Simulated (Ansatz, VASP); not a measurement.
**Al2O3: VASP beside Ansatz**

File INCAR:

```
SYSTEM = Al2O3
ALGO = Normal
EDIFF = 1E-8
ENCUT = 520
GGA = CA
ISIF = 2
ISMEAR = -1
LASPH = .True.
LCHARG = .False.
LEFG = .True.
LREAL = .False.
LWAVE = .False.
NBANDS = 35
NELM = 100
PREC = Accurate
SIGMA = 0.02
```

KPOINTS

```
k-points
0
Gamma
  8 8 8
  0 0 0
```

Contents of POSCAR:

```
Al2O3
1.0
    2.3802500000      1.3742379782      4.3318666667
   -2.3802500000      1.3742379782      4.3318666667
    0.0000000000     -2.7484759565      4.3318666667
Al O
4 6
Direct
    0.3520823946      0.3520823946      0.3520823946
    0.1479176054      0.1479176054      0.1479176054
    0.6479176054      0.6479176054      0.6479176054
    0.8520823946      0.8520823946      0.8520823946
    0.5564629985      0.9435370015      0.2500000000
    0.2500000000      0.5564629985      0.9435370015
    0.9435370015      0.2500000000      0.5564629985
    0.4435370015      0.0564629985      0.7500000000
    0.7500000000      0.4435370015      0.0564629985
    0.0564629985      0.7500000000      0.4435370015
```

Input for Ansatz:

```yaml
crystal:
  lattice:
    - [2.38025, 1.3742379782, 4.3318666667]
    - [-2.38025, 1.3742379782, 4.3318666667]
    - [0.0, -2.7484759565, 4.3318666667]
  atoms:
    - { symbol: Al, position: [0.3520823946, 0.3520823946, 0.3520823946] }
    - { symbol: Al, position: [0.1479176054, 0.1479176054, 0.1479176054] }
    - { symbol: Al, position: [0.6479176054, 0.6479176054, 0.6479176054] }
    - { symbol: Al, position: [0.8520823946, 0.8520823946, 0.8520823946] }
    - { symbol: O, position: [0.5564629985, 0.9435370015, 0.25] }
    - { symbol: O, position: [0.25, 0.5564629985, 0.9435370015] }
    - { symbol: O, position: [0.9435370015, 0.25, 0.5564629985] }
    - { symbol: O, position: [0.4435370015, 0.0564629985, 0.75] }
    - { symbol: O, position: [0.75, 0.4435370015, 0.0564629985] }
    - { symbol: O, position: [0.0564629985, 0.75, 0.4435370015] }
kpoints:
  mp_grid: { grid: [8, 8, 8] }
scf:
  occupations: { method: fermi_dirac, width: 0.02 }
hamiltonian:
  xc: lda
  pseudopotentials: { kind: paw }
output:
  forces: true
  stress: true
  populations: true
  efg:
    quadrupole_moments_barn: { Al: 0.1466, O: -0.02558 }
    contact_densities: true
```

Alike in both runs: task electric field gradients; functional LDA; k mesh 8 × 8 × 8; occupations fermi-dirac, width 0.02 eV; no spin polarisation.

```csv
,VASP,Ansatz
version,VASP 6.6.1,Ansatz 0.2.0
potentials or method,"VASP PAW LDA potentials, release 64 (Al, O)","plane-wave PAW, scalar-relativistic"
plane-wave cutoff (eV),520,420
valence electrons in the cell,48,48
```

|  | VASP | Ansatz | Ansatz less VASP |
| --- | --- | --- | --- |
| gap on the k mesh at the Fermi level (eV) | 6.17 | 6.17 | -0.006 |
| pressure (GPa) | -4.5 | -5.3 | -0.77 |
| traceless stress, the component that is largest in VASP (GPa) | -0.25 | -0.11 | +0.143 |
| rms of the force components (eV/Å) | 0.046 | 0.040 | -0.0058 |
| size of Vzz on the site where it differs most (V/Å²) | 36.3 | 37.6 | +1.34 |

LDA's correlation is that of Perdew and Zunger in VASP and of Perdew and Wang (1992) in Ansatz. Atom by atom the forces differ by 0.007 eV/Å (rms over components).
